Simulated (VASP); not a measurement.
Wanted: the native input for a VASP 6.6.1 run.

* Task: single point
* Functional: LDA
* Potentials or basis: VASP PAW LDA potentials, release 64 (Tl_d)
* Cutoff: 520 eV
* k mesh: 14 × 14 × 4
* Occupations: fermi-dirac, width 0.1 eV
* Spin: no spin polarisation
* Dipole correction: no
* Further INCAR settings: ALGO = Normal; EDIFF = 1e-06; NBANDS = 34

The structure of Tl lies in POSCAR:

```
Tl
1.0
    3.3783014893      0.0000000000      0.0000000000
   -1.6891507447      2.9256949114      0.0000000000
    0.0000000000      0.0000000000     10.9773212698
Tl
4
Direct
    1.0000000000      1.0000000000      0.0000000000
    1.0000000000      1.0000000000      0.5000000000
    0.3333333333      0.6666666667      0.2500000000
    0.6666666667      0.3333333333      0.7500000000
```

These files were run (other wordings do the same):

INCAR

```
PREC = Accurate ; ENCUT = 520
EDIFF = 1E-6 ; ISMEAR = -1
SIGMA = 0.1 ; LREAL = F
LASPH = T ; NELM = 100
ALGO = Normal ; ISIF = 2
LWAVE = F ; LCHARG = T
GGA = CA ; LELF = T
LVHAR = T ; NBANDS = 34
```

KPOINTS

```
Automatic mesh
0
Gamma
  14 14 4
```

Potentials or basis: VASP PAW LDA potentials, release 64 (Tl_d).

Launch:

```console
$ cat potpaw_LDA.64/Tl_d/POTCAR > POTCAR
$ mpirun -np 1 vasp_std > vasp.out
```

Results of the run:

```json
{"Pressure": "0.1 GPa", "Band gap on the k mesh": "zero (bands 26 and 27 overlap by 4.70 eV)"}
```

Caveat: spin-orbit coupling is left out, which moves the levels of the heavy elements.

Wall time 4.3 min on 1 thread of Intel(R) Xeon(R) 6975P-C (Granite Rapids) (shared host), peak memory 0.32 GiB.
